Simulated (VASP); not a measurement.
# Sr12Si in VASP: further runs

Runs on Sr12Si. Level: PBE+D3(BJ). Tasks: single point.

Everything below comes from runs of VASP 6.6.1. Logs are shortened: lines on timing, memory, paths and dates and some standing lists are left out, and cuts for length are marked.

## (1) The cell of the first run

The cell holds a slab with vacuum, 13 atoms: a = 8.598 Å, b = 8.598 Å, c = 18.021 Å, α = 90.00°, β = 90.00°, γ = 60.00°.

## (2) Single point, PBE+D3(BJ)

Input file INCAR:

```
ALGO     = Normal         # electronic algorithm
EDIFF    = 1E-6           # SCF threshold, eV
ENCUT    = 520            # plane-wave cutoff, eV
GGA      = PE             # functional
ISIF     = 2              # what is computed and relaxed
ISMEAR   = 0              # smearing method
IVDW     = 12             # dispersion correction
LASPH    = True           # aspherical terms in the spheres
LCHARG   = False          # write CHGCAR
LREAL    = False          # projectors in reciprocal space
LWAVE    = False          # write WAVECAR
NBANDS   = 74             # bands
NELM     = 80             # most SCF steps
PREC     = Accurate       # precision mode
SIGMA    = 0.1            # smearing width, eV
```

Input file KPOINTS:

```
k-points
0
Gamma
  2 2 1
```

Input file POSCAR:

```
Sr12Si
1.0
    8.5984180000      0.0000000000      0.0000000000
    4.2992090000      7.4464490000      0.0000000000
    0.0000000000      0.0000000000     18.0205790000
Sr Si
12 1
Direct
    0.1666667136      0.1666666890      0.0554921127
    0.6666667136      0.1666666890      0.0554921127
    0.1666666219      0.6666667562      0.0554921127
    0.6666666219      0.6666667562      0.0554921127
   -0.1570951289      0.3232709980      0.2521220323
    0.3214635591      0.3399995085      0.2354579728
   -0.1572057526      0.8355976117      0.2522696968
    0.3482129854      0.8268437748      0.2496331555
    0.0297115790     -0.0138208158      0.4521995658
    0.4416055053      0.0634726700      0.4224282139
   -0.1595135570      0.5810134468      0.4559637068
    0.4418873820      0.4976854068      0.4220401575
    0.4322147580      0.7850755441      0.5064053158
```

Potentials or basis: VASP PAW PBE potentials, release 64 (Sr_sv, Si).

On the command line:

```
$ cat potpaw_PBE.64/Sr_sv/POTCAR potpaw_PBE.64/Si/POTCAR > POTCAR
$ mpirun -np 1 vasp_std > vasp.out
```

OUTCAR:

```text
EDIFF = 1E-6
   ENCUT = 520
   GGA = PE
   ISIF = 2
   ISMEAR = 0
   IVDW = 12
   LASPH = True
   LREAL = False
   NELM = 80
   PREC = Accurate
 IVDW          = 12

 ion  position               nearest neighbor table
   1  0.167  0.167  0.055-   6 4.06   5 4.29   4 4.30   2 4.30   2 4.30   3 4.30   3 4.30   4 4.30
                             8 4.32
   2  0.667  0.167  0.055-   6 4.14   3 4.30   1 4.30   1 4.30   4 4.30   4 4.30   3 4.30   7 4.32
                             5 4.33
   3  0.167  0.667  0.055-   6 4.05   7 4.29   2 4.30   4 4.30   4 4.30   1 4.30   1 4.30   2 4.30
                             8 4.33
   4  0.667  0.667  0.055-   8 4.23   1 4.30   3 4.30   3 4.30   2 4.30   2 4.30   1 4.30   5 4.37
                             7 4.38
   5  0.843  0.323  0.252-   7 4.19   6 4.20  12 4.28  11 4.28   1 4.29   8 4.29   8 4.31   2 4.33
                             4 4.37   9 4.40   7 4.40   6 4.42
   6  0.321  0.340  0.235-  10 3.95  12 3.95   3 4.05   1 4.06   2 4.14   5 4.20   7 4.20   8 4.31
                             8 4.31   7 4.42   5 4.42
   7  0.843  0.836  0.252-   5 4.19   6 4.20  11 4.28  10 4.29   3 4.29   8 4.29   8 4.31   2 4.32
                             4 4.38   9 4.40   5 4.40   6 4.42
   8  0.348  0.827  0.250-  12 4.00  10 4.01   4 4.23   7 4.29   5 4.29   5 4.31   7 4.31   6 4.31
                             6 4.31   1 4.32   3 4.33   9 4.35
   9  0.030  0.986  0.452-  13 3.15  12 3.95  10 3.95   8 4.35   7 4.40   5 4.40  11 4.52  11 4.53
                            10 4.79  12 4.79
  10  0.442  0.063  0.422-  13 2.87  12 3.73  11 3.89   6 3.95   9 3.95   8 4.01   7 4.29   9 4.79
                            12 4.86  11 4.89
  11  0.840  0.581  0.456-  13 3.17  12 3.88  10 3.89   7 4.28   5 4.28   9 4.52   9 4.53  10 4.89
                            12 4.89
  12  0.442  0.498  0.422-  13 2.87  10 3.73  11 3.88   9 3.95   6 3.95   8 4.00   5 4.28   9 4.79
                            10 4.86  11 4.89
  13  0.432  0.785  0.506-  12 2.87  10 2.87   9 3.15  11 3.17

  LATTYP: Found a hexagonal cell.
 ALAT       =     8.5984185020
 C/A-ratio  =     2.0958015705

  Lattice vectors:

 A1 = (  -4.2992090000,  -7.4464490000,   0.0000000000)
 A2 = (   8.5984180000,   0.0000000000,   0.0000000000)
 A3 = (   0.0000000000,   0.0000000000,  18.0205790000)

Analysis of symmetry for initial positions (statically):
=====================================================================
 Subroutine PRICEL returns:
 Original cell was already a primitive cell.

 Routine SETGRP: Setting up the symmetry group for a
 hexagonal supercell.

 Subroutine GETGRP returns: Found  1 space group operations
 (whereof  1 operations were pure point group operations)
 out of a pool of 24 trial point group operations.

The static configuration has the point symmetry C_1 .

Analysis of symmetry for dynamics (positions and initial velocities):
=====================================================================
 Subroutine PRICEL returns:
 Original cell was already a primitive cell.

 Routine SETGRP: Setting up the symmetry group for a
 hexagonal supercell.

 Subroutine GETGRP returns: Found  1 space group operations
 (whereof  1 operations were pure point group operations)
 out of a pool of 24 trial point group operations.

The dynamic configuration has the point symmetry C_1 .

 Subroutine INISYM returns: Found  1 space group operations
 (whereof  1 operations are pure point group operations),
 and found     1 'primitive' translations

----------------------------------------------------------------------------------------

                                     Primitive cell

  volume of cell :    1153.8159

  direct lattice vectors                    reciprocal lattice vectors
     8.598418000  0.000000000  0.000000000     0.116300464 -0.067146099  0.000000000
     4.299209000  7.446449000  0.000000000     0.000000000  0.134292198  0.000000000
     0.000000000  0.000000000 18.020579000     0.000000000  0.000000000  0.055492113

  length of vectors
     8.598418000  8.598418502 18.020579000     0.134292205  0.134292198  0.055492113

  position of ions in fractional coordinates (direct lattice)
     0.166666714  0.166666689  0.055492113
     0.666666714  0.166666689  0.055492113
     0.166666622  0.666666756  0.055492113
[... 31 lines left out ...]
Automatic generation of k-mesh.
 Grid dimensions read from file:
 generate k-points for:    2    2    1

 Generating k-lattice:

  Cartesian coordinates                     Fractional coordinates (reciprocal lattice)
     0.058150232 -0.033573049  0.000000000     0.500000000  0.000000000  0.000000000
     0.000000000  0.067146099  0.000000000     0.000000000  0.500000000  0.000000000
     0.000000000  0.000000000  0.055492113     0.000000000  0.000000000  1.000000000

  Length of vectors
     0.067146103  0.067146099  0.055492113

  Shift w.r.t. Gamma in fractional coordinates (k-lattice)
     0.000000000  0.000000000  0.000000000

 Subroutine IBZKPT returns following result:
 ===========================================

 Found      4 irreducible k-points:

 Following reciprocal coordinates:
            Coordinates               Weight
  0.000000  0.000000  0.000000      1.000000
  0.500000  0.000000  0.000000      1.000000
  0.500000  0.500000  0.000000      1.000000
  0.000000  0.500000  0.000000      1.000000
   k-points           NKPTS =      4   k-points in BZ     NKDIM =      4   number of bands    NBANDS=     74
   number of dos      NEDOS =    301   number of ions     NIONS =     13
   total plane-waves  NPLWV = 573440
   dimension x,y,z NGX =    64 NGY =   64 NGZ =  140
   dimension x,y,z NGXF=   128 NGYF=  128 NGZF=  280
   ions per type =              12   1
   NGX,Y,Z   is equivalent  to a cutoff of  12.37, 12.37, 12.92 a.u.
   NGXF,Y,Z  is equivalent  to a cutoff of  24.75, 24.75, 25.83 a.u.
 SYSTEM =  unknown system
   PREC   = accura    normal or accurate (medium, high low for compatibility)
   ISTART =      0    job   : 0-new  1-cont  2-samecut
   ICHARG =      2    charge: 1-file 2-atom 10-const
   ISPIN  =      1    spin polarized calculation?
   LNONCOLLINEAR =      F non collinear calculations
   LSORBIT =      F    spin-orbit coupling
   LASPH  =      T    aspherical Exc in radial PAW
   ENCUT  =  520.0 eV  38.22 Ry    6.18 a.u.  15.99 15.99 33.51*2*pi/ulx,y,z
   NELM   =     80;   NELMIN=  2; NELMDL= -5     # of ELM steps
   EDIFF  = 0.1E-05   stopping-criterion for ELM
   LREAL  =      F    real-space projection
   EDIFFG = 0.1E-04   stopping-criterion for IOM
   NSW    =      0    number of steps for IOM
   IBRION =     -1    ionic relax: 0-MD 1-quasi-New 2-CG
   NFREE  =      0    steps in history (QN), initial steepest desc. (CG)
   ISIF   =      2    stress and relaxation
   ISYM   =      2    0-nonsym 1-usesym 2-fastsym
   POTIM  = 0.5000    time-step for ionic-motion
   TEBEG  =    0.0;   TEEND  =   0.0 temperature during run
   PSTRESS=    0.0 pullay stress
   NELECT =     124.0000    total number of electrons
   NUPDOWN=      -1.0000    fix difference up-down
   EMIN   =  10.00;   EMAX   =-10.00  energy-range for DOS
   EFERMI =   0.00;   METHOD = LEGACY
   ISMEAR =     0;   SIGMA  =   0.10  broadening in eV -4-tet -1-fermi 0-gaus
   EFERMI_NEDOS =   21; number of points for ismear=-14 and -15
   IALGO  =     38    algorithm
   IMIX   =      4    mixing-type and parameters
     AMIX     =   0.40;   BMIX     =  1.00
     AMIX_MAG =   1.60;   BMIX_MAG =  1.00
  volume/ion in A,a.u.               =      88.76       598.95
  Fermi-wavevector in a.u.,A,eV,Ry     =   0.778341  1.470851  8.242609  0.605815
  Thomas-Fermi vector in A             =   1.881217
   LORBIT       =      0    0 simple, 1 ext, 2 COOP (PROOUT), +10 PAW based schemes
   GGA     = PE    functional components
   LHFCALC =     F    Hartree Fock is set to
   AEXX    =    0.0000 exact exchange contribution
   IVDW    =    12    specifies the selected vdW correction
   LEPSILON=     F    determine dielectric tensor
   LRPA    =     F    only Hartree local field effects (RPA)
 non-spin polarized calculation
 Gauss-broadening in eV      SIGMA  =   0.10
  energy-cutoff  :      520.00
  volume of cell :     1153.82
 maximum number of plane-waves:     31100
 NGX is ok and might be reduce to    64
   NGX = 31   NGY = 31   NGZ = 67

 number of electron     124.0000000 magnetization

 Free energy of the ion-electron system (eV)
  ---------------------------------------------------
  ext. energy  EPLUGINS =         0.00000000
  ---------------------------------------------------
  free energy    TOTEN  =       -21.76897628 eV

  energy without entropy =      -21.69660576  energy(sigma->0) =      -21.73279102

 E-fermi :  -0.0925     XC(G=0):  -5.0949

 val. band max:       -0.1314981942   @ k =   0.5000   0.5000   0.0000
 cond. band min:      -0.0718326561   @ k =   0.0000   0.0000   0.0000
 fundamental gap:      0.0596655381
 Fermi energy:        -0.0924614501

 k-point     1 :       0.0000    0.0000    0.0000
  band No.  band energies     occupation
      1     -37.2685      2.00000
      2     -37.2350      2.00000
      3     -37.2121      2.00000
      4     -37.2084      2.00000
      5     -36.8099      2.00000
      6     -36.8048      2.00000
[... 297 lines left out ...]
     73       0.7264      0.00000
     74       0.7970      0.00000

------------------------ aborting loop because EDIFF is reached ----------------------------------------

 Edisp (eV)   -1.90656

 E8    (eV) :    -1.0563

  FORCE on cell =-STRESS in cart. coord.  units (eV):
  Direction    XX          YY          ZZ          XY          YZ          ZX
  --------------------------------------------------------------------------------------
  -------------------------------------------------------------------------------------
  Total      -2.71826     0.49515    -0.24734     2.76369     0.08123    -0.20088
  in kB      -3.77455     0.68755    -0.34345     3.83764     0.11279    -0.27894
  external pressure =       -1.14 kB  Pullay stress =        0.00 kB

 VOLUME and BASIS-vectors are now :
 -----------------------------------------------------------------------------
  energy-cutoff  :      520.00
  volume of cell :     1153.82
      direct lattice vectors                 reciprocal lattice vectors
     8.598418000  0.000000000  0.000000000     0.116300464 -0.067146099  0.000000000
     4.299209000  7.446449000  0.000000000     0.000000000  0.134292198  0.000000000
     0.000000000  0.000000000 18.020579000     0.000000000  0.000000000  0.055492113

 POSITION                                       TOTAL-FORCE (eV/Angst)
 -----------------------------------------------------------------------------------
      2.14960      1.24107      1.00000        -0.049360     -0.019034     -0.050330
      6.44881      1.24107      1.00000         0.026556     -0.014786     -0.003397
      4.29921      4.96430      1.00000        -0.007525      0.055092     -0.050787
      8.59842      4.96430      1.00000         0.060290     -0.034022      0.096714
      8.63746      2.40722      4.54339        -0.002125      0.002553      0.002195
      4.22581      2.53179      4.24309         0.000108      0.000810      0.008427
     10.83911      6.22224      4.54605        -0.001997     -0.001205     -0.000047
      6.54885      6.15705      4.49853         0.000337      0.001722     -0.007919
      4.49526      7.34353      8.14890        -0.015005      0.011006      0.000305
      4.06999      0.47265      7.61240         0.007907      0.018548     -0.007995
      9.72475      4.32649      8.21673         0.002337     -0.002228     -0.001071
      5.93919      3.70599      7.60541        -0.014874     -0.022418     -0.006453
      7.09157      5.84603      9.12572        -0.006650      0.003962      0.020355
 -----------------------------------------------------------------------------------
    total drift:                                0.000010     -0.000008     -0.000055

  FREE ENERGIE OF THE ION-ELECTRON SYSTEM (eV)
  ---------------------------------------------------
  free  energy   TOTEN  =       -23.6755410902 eV

  energy  without entropy=      -23.6031705690  energy(sigma->0) =      -23.63935583
```

Run time: 17 min. Hardware: 1 thread of Intel Xeon Platinum 8488C (Sapphire Rapids), shared host; peak memory 1.1 GiB.

What came out:

```
Free energy                : -23.6755 eV
Largest force              : 0.119 eV/Å
Band gap on the k mesh     : 0.06 eV (least direct gap 0.15 eV)
Dispersion energy per atom : -0.147 eV
```

Forces on the atoms (eV/Å):
```
Sr  -0.049 -0.019 -0.050
Sr   0.027 -0.015 -0.003
Sr  -0.008  0.055 -0.051
Sr   0.060 -0.034  0.097
Sr  -0.002  0.003  0.002
Sr   0.000  0.001  0.008
Sr  -0.002 -0.001  0.000
Sr   0.000  0.002 -0.008
Sr  -0.015  0.011  0.000
Sr   0.008  0.019 -0.008
Sr   0.002 -0.002 -0.001
Sr  -0.015 -0.022 -0.006
Si  -0.007  0.004  0.020
```

Caveat: the k points lie up to 0.42 Å⁻¹ apart; there is no dipole correction, which matters where the two faces differ.

## (3) Single point, PBE+D3(BJ)

Input file INCAR:

```
PREC     = Accurate       # precision mode
ENCUT    = 520            # plane-wave cutoff, eV
EDIFF    = 1E-6           # SCF threshold, eV
ISMEAR   = 0              # smearing method
SIGMA    = 0.1            # smearing width, eV
LREAL    = False          # projectors in reciprocal space
LASPH    = True           # aspherical terms in the spheres
NELM     = 80             # most SCF steps
ALGO     = Normal         # electronic algorithm
ISIF     = 2              # what is computed and relaxed
LWAVE    = False          # write WAVECAR
LCHARG   = False          # write CHGCAR
GGA      = PE             # functional
IVDW     = 12             # dispersion correction
NBANDS   = 74             # bands
```

Input file KPOINTS:

```
Automatic mesh
0
Gamma
  2 2 1
```

Input file POSCAR:

```
Sr12Si
1.0
    8.5984180000      0.0000000000      0.0000000000
    4.2992090000      7.4464490000      0.0000000000
    0.0000000000      0.0000000000     18.0205790000
Sr Si
12 1
Direct
    0.1666667136      0.1666666890      0.0554921127
    0.6666667136      0.1666666890      0.0554921127
    0.1666666219      0.6666667562      0.0554921127
    0.6666666219      0.6666667562      0.0554921127
   -0.1558401787      0.3427965464      0.2340821568
    0.3400956275      0.3298650135      0.2533309279
   -0.1696950973      0.8396578020      0.2535959028
    0.3340791900      0.8338609450      0.2494507529
    0.0149666853      0.0800224375      0.4233940541
    0.5049119926      0.0020133086      0.4531881578
    0.0986004349      0.5992500587      0.4576615990
    0.5806900623      0.5146737727      0.4218666337
    0.3043915279      0.8013712308      0.5071060702
```

Potentials or basis: VASP PAW PBE potentials, release 64 (Sr_sv, Si).

On the command line:

```
$ cat potpaw_PBE.64/Sr_sv/POTCAR potpaw_PBE.64/Si/POTCAR > POTCAR
$ mpirun -np 1 vasp_std > vasp.out
```

Wall time 16 min (1 thread of Intel Xeon Platinum 8488C (Sapphire Rapids), shared host); peak memory 1.1 GiB.

The run converged. Its results:

- Free energy: -23.6783 eV
- Largest force: 0.124 eV/Å
- Band gap on the k mesh: 0.06 eV (least direct gap 0.15 eV)
- Dispersion energy per atom: -0.146 eV

Forces on the atoms (eV/Å):
```
Sr   0.067 -0.012 -0.064
Sr  -0.023 -0.015  0.000
Sr  -0.050 -0.028  0.110
Sr   0.024  0.062 -0.058
Sr  -0.011 -0.006  0.005
Sr   0.000  0.019  0.011
Sr   0.018 -0.010  0.006
Sr  -0.027 -0.009  0.006
Sr   0.012  0.006 -0.021
Sr  -0.005  0.012  0.000
Sr   0.009 -0.015 -0.006
Sr   0.003 -0.010 -0.016
Si  -0.016  0.005  0.025
```

Levels at points of the mesh, in eV from the valence-band top:
```csv
k point,band 59,band 60,band 61,band 62,band 63,band 64,band 65,band 66
"(0.00, 0.00, 0.00)",-0.70,-0.68,-0.54,-0.09,0.06,0.13,0.15,0.20
"(0.50, 0.00, 0.00)",-0.59,-0.24,-0.14,0.00,0.19,0.20,0.29,0.36
"(0.50, 0.50, 0.00)",-0.58,-0.24,-0.24,-0.05,0.18,0.19,0.25,0.37
"(0.00, 0.50, 0.00)",-0.59,-0.24,-0.14,0.00,0.19,0.20,0.28,0.37
```

Caveat: the k points lie up to 0.42 Å⁻¹ apart; there is no dipole correction, which matters where the two faces differ.
